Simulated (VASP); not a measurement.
# HfN (Fm-3m) in VASP: notebook

HfN is run at these levels: LDA; tasks: electric field gradients.

Program: VASP 6.6.1. These are calculated values, not measurements. Logs are shortened: lines on timing, memory, paths and dates and some standing lists are left out, and cuts for length are marked.

### 1 The cell of the first run

The structure is cubic, space group Fm-3m (No. 225). Conventional cell: a = 4.533 Å, b = 4.533 Å, c = 4.533 Å, α = 90.00°, β = 90.00°, γ = 90.00°. Within 3.0 Å of Hf (site symmetry m-3m) lie 6 N at 2.27 Å. N (site symmetry m-3m) has 6 Hf at 2.27 Å within 3.0 Å.

### 2 Electric field gradients, LDA (volume scaled by 1.01)

INCAR reads:

```
PREC = Accurate
ENCUT = 520
EDIFF = 1E-8
ISMEAR = -1
SIGMA = 0.03
LREAL = F
LASPH = T
NELM = 80
ALGO = Normal
ISIF = 2
LWAVE = F
LCHARG = F
GGA = CA
LEFG = T
NBANDS = 14
```

KPOINTS reads:

```
regular mesh
0
Gamma
  10 10 10
```

POSCAR reads:

```
HfN
1.0
    0.0000000000      2.2665050385      2.2665050385
    2.2665050385      0.0000000000      2.2665050385
    2.2665050385      2.2665050385      0.0000000000
Hf N
1 1
Direct
    0.0000000000      0.0000000000      0.0000000000
    0.5000000000      0.5000000000      0.5000000000
```

Potentials or basis: VASP PAW LDA potentials, release 64 (Hf_pv, N).

Started as:

```
$ cat potpaw_LDA.64/Hf_pv/POTCAR potpaw_LDA.64/N/POTCAR > POTCAR
$ mpirun -np 1 vasp_std > vasp.out
```

OUTCAR:

```text
PREC = Accurate
   ENCUT = 520
   EDIFF = 1E-8
   ISMEAR = -1
   LREAL = F
   LASPH = T
   NELM = 80
   ISIF = 2
   GGA = CA

 ion  position               nearest neighbor table
   1  0.000  0.000  0.000-   2 2.27   2 2.27   2 2.27   2 2.27   2 2.27   2 2.27
   2  0.500  0.500  0.500-   1 2.27   1 2.27   1 2.27   1 2.27   1 2.27   1 2.27

  LATTYP: Found a face centered cubic cell.
 ALAT       =     4.5330100770

  Lattice vectors:

 A1 = (   0.0000000000,   2.2665050385,   2.2665050385)
 A2 = (   2.2665050385,   0.0000000000,   2.2665050385)
 A3 = (   2.2665050385,   2.2665050385,   0.0000000000)

Analysis of symmetry for initial positions (statically):
=====================================================================
 Subroutine PRICEL returns:
 Original cell was already a primitive cell.

 Routine SETGRP: Setting up the symmetry group for a
 face centered cubic supercell.

 Subroutine GETGRP returns: Found 48 space group operations
[... 9 lines left out ...]

 Routine SETGRP: Setting up the symmetry group for a
 face centered cubic supercell.

 Subroutine GETGRP returns: Found 48 space group operations
[... 11 lines left out ...]
                                     Primitive cell

  volume of cell :      23.2863

  direct lattice vectors                    reciprocal lattice vectors
     0.000000000  2.266505039  2.266505039    -0.220603966  0.220603966  0.220603966
     2.266505039  0.000000000  2.266505039     0.220603966 -0.220603966  0.220603966
     2.266505039  2.266505039  0.000000000     0.220603966  0.220603966 -0.220603966

  length of vectors
     3.205322165  3.205322165  3.205322165     0.382097277  0.382097277  0.382097277

  position of ions in fractional coordinates (direct lattice)
     0.000000000  0.000000000  0.000000000
     0.500000000  0.500000000  0.500000000

  ion indices of the primitive-cell ions
   primitive index   ion index
                 1           1
                 2           2

----------------------------------------------------------------------------------------

 KPOINTS: regular mesh

Automatic generation of k-mesh.
 Grid dimensions read from file:
 generate k-points for:   10   10   10

 Generating k-lattice:

  Cartesian coordinates                     Fractional coordinates (reciprocal lattice)
    -0.022060397  0.022060397  0.022060397     0.100000000  0.000000000  0.000000000
     0.022060397 -0.022060397  0.022060397     0.000000000  0.100000000  0.000000000
     0.022060397  0.022060397 -0.022060397     0.000000000  0.000000000  0.100000000

  Length of vectors
     0.038209728  0.038209728  0.038209728

  Shift w.r.t. Gamma in fractional coordinates (k-lattice)
     0.000000000  0.000000000  0.000000000

 Subroutine IBZKPT returns following result:
 ===========================================

 Found     47 irreducible k-points:

 Following reciprocal coordinates:
            Coordinates               Weight
  0.000000  0.000000  0.000000      1.000000
  0.100000  0.000000  0.000000      8.000000
  0.200000  0.000000  0.000000      8.000000
  0.300000  0.000000  0.000000      8.000000
  0.400000  0.000000  0.000000      8.000000
  0.500000  0.000000  0.000000      4.000000
[... 16 lines left out ...]
  0.300000  0.300000  0.000000      6.000000
  0.400000  0.300000  0.000000     24.000000
 [... further k-points ...]
   k-points           NKPTS =     47   k-points in BZ     NKDIM =     47   number of bands    NBANDS=     14
   number of dos      NEDOS =    301   number of ions     NIONS =      2
   total plane-waves  NPLWV =  13824
   dimension x,y,z NGX =    24 NGY =   24 NGZ =   24
   dimension x,y,z NGXF=    48 NGYF=   48 NGZF=   48
   ions per type =               1   1
   NGX,Y,Z   is equivalent  to a cutoff of  12.45, 12.45, 12.45 a.u.
   NGXF,Y,Z  is equivalent  to a cutoff of  24.90, 24.90, 24.90 a.u.
 SYSTEM =  unknown system
   PREC   = accura    normal or accurate (medium, high low for compatibility)
   ISTART =      0    job   : 0-new  1-cont  2-samecut
   ICHARG =      2    charge: 1-file 2-atom 10-const
   ISPIN  =      1    spin polarized calculation?
   LNONCOLLINEAR =      F non collinear calculations
   LSORBIT =      F    spin-orbit coupling
   LASPH  =      T    aspherical Exc in radial PAW
   ENCUT  =  520.0 eV  38.22 Ry    6.18 a.u.   5.96  5.96  5.96*2*pi/ulx,y,z
   NELM   =     80;   NELMIN=  2; NELMDL= -5     # of ELM steps
   EDIFF  = 0.1E-07   stopping-criterion for ELM
   LREAL  =      F    real-space projection
   EDIFFG = 0.1E-06   stopping-criterion for IOM
   NSW    =      0    number of steps for IOM
   IBRION =     -1    ionic relax: 0-MD 1-quasi-New 2-CG
   NFREE  =      0    steps in history (QN), initial steepest desc. (CG)
   ISIF   =      2    stress and relaxation
   ISYM   =      2    0-nonsym 1-usesym 2-fastsym
   POTIM  = 0.5000    time-step for ionic-motion
   TEBEG  =    0.0;   TEEND  =   0.0 temperature during run
   PSTRESS=    0.0 pullay stress
   NELECT =      15.0000    total number of electrons
   NUPDOWN=      -1.0000    fix difference up-down
   EMIN   =  10.00;   EMAX   =-10.00  energy-range for DOS
   EFERMI =   0.00;   METHOD = LEGACY
   ISMEAR =    -1;   SIGMA  =   0.03  broadening in eV -4-tet -1-fermi 0-gaus
   EFERMI_NEDOS =   21; number of points for ismear=-14 and -15
   IALGO  =     38    algorithm
   IMIX   =      4    mixing-type and parameters
     AMIX     =   0.40;   BMIX     =  1.00
     AMIX_MAG =   1.60;   BMIX_MAG =  1.00
  volume/ion in A,a.u.               =      11.64        78.57
  Fermi-wavevector in a.u.,A,eV,Ry     =   1.413856  2.671801 27.197900  1.998989
  Thomas-Fermi vector in A             =   2.535459
   LORBIT       =      0    0 simple, 1 ext, 2 COOP (PROOUT), +10 PAW based schemes
   GGA     = CA    functional components
   LHFCALC =     F    Hartree Fock is set to
   AEXX    =    0.0000 exact exchange contribution
   IVDW    =     0    specifies the selected vdW correction
   LEPSILON=     F    determine dielectric tensor
   LRPA    =     F    only Hartree local field effects (RPA)
 non-spin polarized calculation
  energy-cutoff  :      520.00
  volume of cell :       23.29
 maximum number of plane-waves:       636
   NGX = 11   NGY = 11   NGZ = 11

 number of electron      14.9999999 magnetization

 Free energy of the ion-electron system (eV)
  ---------------------------------------------------
  ext. energy  EPLUGINS =         0.00000000
  ---------------------------------------------------
  free energy    TOTEN  =       -23.81885741 eV

  energy without entropy =      -23.81616322  energy(sigma->0) =      -23.81751032

 E-fermi :   8.1278     XC(G=0): -12.9284

 val. band max:        8.0951456624   @ k =  -0.4000   0.3000   0.0000
 cond. band min:       8.1430271404   @ k =  -0.1000   0.1000   0.0000
 fundamental gap:      0.0478814780
 Fermi energy:         8.1277787386

 k-point     1 :       0.0000    0.0000    0.0000
  band No.  band energies     occupation
      1     -22.8652      2.00000
      2     -22.8652      2.00000
      3     -22.8652      2.00000
      4      -9.0754      2.00000
      5       5.1580      2.00000
      6       5.1580      2.00000
      7       5.1580      2.00000
      8       7.7196      2.00000
      9       7.7196      2.00000
     10       7.7196      2.00000
     11       9.9887      0.00000
     12       9.9887      0.00000
     13       9.9924      0.00000
     14      17.7324      0.00000

 k-point     2 :       0.1000    0.0000    0.0000
  band No.  band energies     occupation
      1     -22.9641      2.00000
      2     -22.8736      2.00000
      3     -22.8736      2.00000
      4      -8.8470      2.00000
      5       4.2440      2.00000
      6       4.6096      2.00000
      7       4.6096      2.00000
      8       7.9596      1.99268
      9       8.0433      1.88718
     10       8.0433      1.88718
     11      10.6743      0.00000
     12      10.7271      0.00000
     13      10.7271      0.00000
     14      18.4839      0.00000
[... 343 lines left out ...]
      1     -23.4227      2.00000
      2     -23.0663      2.00000
      3     -23.0663      2.00000
      4      -7.7766      2.00000
      5       1.3862      2.00000
      6       4.3163      2.00000
      7       4.3163      2.00000
      8       5.2123      2.00000
      9      11.2560      0.00000
     10      11.8528      0.00000
     11      12.1078      0.00000
     12      12.1078      0.00000
     13      16.9736      0.00000
     14      19.4013      0.00000

 k-point    24 :       0.4000    0.3000    0.0000
  band No.  band energies     occupation
      1     -23.5305      2.00000
      2     -23.1265      2.00000
      3     -23.0980      2.00000
      4      -7.6631      2.00000
      5       1.6028      2.00000
      6       3.5707      2.00000
      7       4.0562      2.00000
      8       5.6597      2.00000
      9      12.0841      0.00000
     10      12.6134      0.00000
     11      12.7502      0.00000
     12      12.8682      0.00000
     13      17.1327      0.00000
     14      19.2050      0.00000

 [... further k-points ...]
[... 5 lines left out ...]
  --------------------------------------------------------------------------------------
  -------------------------------------------------------------------------------------
  Total       -1.9090557     -1.9090557     -1.9090557      0.0000000      0.0000000      0.0000000
  in kB     -131.3497100   -131.3497100   -131.3497100      0.0000000      0.0000000      0.0000000
  external PRESSURE =    -131.3497100 kB  Pullay stress =       0.0000000 kB

 VOLUME and BASIS-vectors are now :
 -----------------------------------------------------------------------------
  energy-cutoff  :      520.00
  volume of cell :       23.29
      direct lattice vectors                 reciprocal lattice vectors
     0.000000000  2.266505039  2.266505039    -0.220603966  0.220603966  0.220603966
     2.266505039  0.000000000  2.266505039     0.220603966 -0.220603966  0.220603966
     2.266505039  2.266505039  0.000000000     0.220603966  0.220603966 -0.220603966

 POSITION                                       TOTAL-FORCE (eV/Angst)
 -----------------------------------------------------------------------------------
      0.00000      0.00000      0.00000        -0.000000     -0.000000     -0.000000
      2.26651      2.26651      2.26651         0.000000      0.000000      0.000000
 -----------------------------------------------------------------------------------
    total drift:                                0.000000     -0.000000     -0.000000

  FREE ENERGIE OF THE ION-ELECTRON SYSTEM (eV)
  ---------------------------------------------------
  free  energy   TOTEN  =       -23.8188574119 eV

  energy  without entropy=      -23.8161632199  energy(sigma->0) =      -23.81751032

 Electric field gradients (V/A^2)
---------------------------------------------------------------------
 ion       V_xx      V_yy      V_zz      V_xy      V_xz      V_yz
---------------------------------------------------------------------
   1       0.000     0.000    -0.000    -0.000    -0.000    -0.000
   2       0.000     0.000    -0.000    -0.001    -0.001    -0.001
---------------------------------------------------------------------

 Electric field gradients after diagonalization (V/A^2)
 (convention: |V_zz| > |V_xx| > |V_yy|)
----------------------------------------------------------------------
 ion       V_xx      V_yy      V_zz     asymmetry (V_yy - V_xx)/ V_zz
----------------------------------------------------------------------
   1       0.000     0.000    -0.001       0.000
   2       0.001     0.001    -0.001       0.000
----------------------------------------------------------------------

           NMR quadrupolar parameters

 Cq : quadrupolar parameter    Cq=e*Q*V_zz/h
 eta: asymmetry parameters     (V_yy - V_xx)/ V_zz
 Q  : nuclear electric quadrupole moment in mb (millibarn)
----------------------------------------------------------------------
 ion       Cq(MHz)       eta       Q (mb)
----------------------------------------------------------------------
   1      -0.000       0.000       1.000
   2      -0.000       0.000       1.000
----------------------------------------------------------------------
```

It took 22 s on 1 thread of Intel Xeon 8259CL, shared host; peak memory 0.14 GiB.

Results:

```yaml
Free_energy: -23.8189 eV
Pressure: -13.1 GPa
```

Caveat: without QUAD_EFG the Cq values of the log hold for a quadrupole moment of 1 mb, not for the nuclei; spin-orbit coupling is left out, which moves the levels of the heavy elements.

### 3 Electric field gradients, LDA (volume scaled by 1.01)

INCAR reads:

```
SYSTEM = HfN
  PREC = Accurate
  ENCUT = 520
  EDIFF = 1E-8
  ISMEAR = -1
  SIGMA = 0.03
  LREAL = .False.
  LASPH = .True.
  NELM = 80
  ALGO = Normal
  ISIF = 2
  LWAVE = .False.
  LCHARG = .False.
  LEFG = .True.
  NBANDS = 14
```

KPOINTS reads:

```
regular mesh
0
Gamma
  10 10 10
  0 0 0
```

POSCAR is that of step 2.

Potentials or basis: VASP PAW LDA potentials, release 64 (Hf_pv, N).

Started as:

```
$ cat potpaw_LDA.64/Hf_pv/POTCAR potpaw_LDA.64/N/POTCAR > POTCAR
$ mpirun -np 1 vasp_std > vasp.out
```

OUTCAR:

```text
SYSTEM = HfN
   PREC = Accurate
   ENCUT = 520
   EDIFF = 1E-8
   ISMEAR = -1
   LREAL = .False.
   LASPH = .True.
   NELM = 80
   ISIF = 2

 ion  position               nearest neighbor table
   1  0.000  0.000  0.000-   2 2.27   2 2.27   2 2.27   2 2.27   2 2.27   2 2.27
   2  0.500  0.500  0.500-   1 2.27   1 2.27   1 2.27   1 2.27   1 2.27   1 2.27

  LATTYP: Found a face centered cubic cell.
 ALAT       =     4.5330100770

  Lattice vectors:

 A1 = (   0.0000000000,   2.2665050385,   2.2665050385)
 A2 = (   2.2665050385,   0.0000000000,   2.2665050385)
 A3 = (   2.2665050385,   2.2665050385,   0.0000000000)

Analysis of symmetry for initial positions (statically):
[... 619 lines left out ...]
  energy  without entropy=      -23.8161632199  energy(sigma->0) =      -23.81751032

 Electric field gradients (V/A^2)
---------------------------------------------------------------------
 ion       V_xx      V_yy      V_zz      V_xy      V_xz      V_yz
---------------------------------------------------------------------
   1       0.000     0.000    -0.000    -0.000    -0.000    -0.000
   2       0.000     0.000    -0.000    -0.001    -0.001    -0.001
---------------------------------------------------------------------

 Electric field gradients after diagonalization (V/A^2)
 (convention: |V_zz| > |V_xx| > |V_yy|)
----------------------------------------------------------------------
 ion       V_xx      V_yy      V_zz     asymmetry (V_yy - V_xx)/ V_zz
----------------------------------------------------------------------
   1       0.000     0.000    -0.001       0.000
   2       0.001     0.001    -0.001       0.000
----------------------------------------------------------------------

           NMR quadrupolar parameters

 Cq : quadrupolar parameter    Cq=e*Q*V_zz/h
 eta: asymmetry parameters     (V_yy - V_xx)/ V_zz
 Q  : nuclear electric quadrupole moment in mb (millibarn)
----------------------------------------------------------------------
 ion       Cq(MHz)       eta       Q (mb)
----------------------------------------------------------------------
   1      -0.000       0.000       1.000
   2      -0.000       0.000       1.000
----------------------------------------------------------------------
```

OSZICAR:

```text
N       E                     dE             d eps       ncg     rms          rms(c)
DAV:   1     0.352330847420E+02    0.35233E+02   -0.76844E+03  1316   0.100E+03
DAV:   2    -0.249580573181E+02   -0.60191E+02   -0.56491E+02  1742   0.228E+02
DAV:   3    -0.268007827110E+02   -0.18427E+01   -0.18333E+01  1490   0.321E+01
DAV:   4    -0.268068942463E+02   -0.61115E-02   -0.61111E-02  1616   0.225E+00
DAV:   5    -0.268069332054E+02   -0.38959E-04   -0.38959E-04  1486   0.152E-01    0.492E+01
DAV:   6    -0.239890104484E+02    0.28179E+01   -0.85495E+00  1406   0.218E+01    0.426E+01
DAV:   7    -0.238599706518E+02    0.12904E+00   -0.48382E-01  1652   0.525E+00    0.268E+01
DAV:   8    -0.238247240311E+02    0.35247E-01   -0.13745E-01  1622   0.302E+00    0.529E+00
DAV:   9    -0.238189672867E+02    0.57567E-02   -0.13747E-02  1484   0.955E-01    0.187E+00
DAV:  10    -0.238188816115E+02    0.85675E-04   -0.78486E-04  1730   0.238E-01    0.331E-01
DAV:  11    -0.238188580759E+02    0.23536E-04   -0.60824E-05  1502   0.685E-02    0.618E-02
DAV:  12    -0.238188574329E+02    0.64295E-06   -0.60356E-06  1714   0.202E-02    0.425E-03
DAV:  13    -0.238188574125E+02    0.20429E-07   -0.10572E-07  1442   0.312E-03    0.338E-03
DAV:  14    -0.238188574119E+02    0.59458E-09   -0.51770E-09   988   0.647E-04
   1 F= -.23818857E+02 E0= -.23817510E+02  d E =-.269419E-02
```

Wall time 22 s (1 thread of Intel Xeon 8259CL, shared host); peak memory 0.14 GiB.

What came out:

```yaml
Free_energy: -23.8189 eV
Pressure: -13.1 GPa
```

Caveat: without QUAD_EFG the Cq values of the log hold for a quadrupole moment of 1 mb, not for the nuclei; spin-orbit coupling is left out, which moves the levels of the heavy elements.

(Continued in part 2 of 2.)
